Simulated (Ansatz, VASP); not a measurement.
**One calculation of NbTe4Mo, two programs**

```xyz
6
Lattice="3.6184 0.0000 0.0000 -1.8092 3.1337 0.0000 0.0000 0.0000 17.5825" Properties=species:S:1:pos:R:3 pbc="T T T"
Nb    0.0000    0.0000    0.0000
Te    0.0000    2.0891    7.0064
Te    0.0000    2.0891   15.7068
Te    0.0000    2.0891    1.8757
Te    0.0000    2.0891   10.5761
Mo    0.0000    0.0000    8.7912
```

Alike in both runs: task single point; functional PBE; k mesh 6 × 6 × 1; occupations gaussian, width 0.1 eV; collinear spin.

```csv
,VASP,Ansatz
version,VASP 6.6.1,Ansatz 0.2.0
potentials or method,"VASP PAW PBE potentials, release 64 (Nb_sv, Te, Mo_sv), cutoff 520 eV","scalar-relativistic, plane waves, PAW"
valence electrons in the cell,51,91
```

|  | VASP | Ansatz | Ansatz less VASP |
| --- | --- | --- | --- |
| gap on the k mesh at the Fermi level (eV) | none | none | - |
| pressure (GPa) | 0.0 | 0.0 | +0.04 |
| rms of the force components (eV/Å) | 0.011 | 0.006 | -0.0047 |
| net moment per atom (μB) | 0.08 | 0.08 | -0.001 |
| size of the moment on the site where the two differ most (μB) | 0.31 | 0.30 | -0.008 |

Site moments also hang on the region over which each program counts them. Atom by atom the forces differ by 0.005 eV/Å (rms over components). A gap of «none» marks a metal or a gap that the smearing closes. VASP's potentials hold 51 valence electrons a cell and Ansatz's 91, so a difference there can come from the potentials and not from the codes.

Spin-orbit coupling is off throughout.
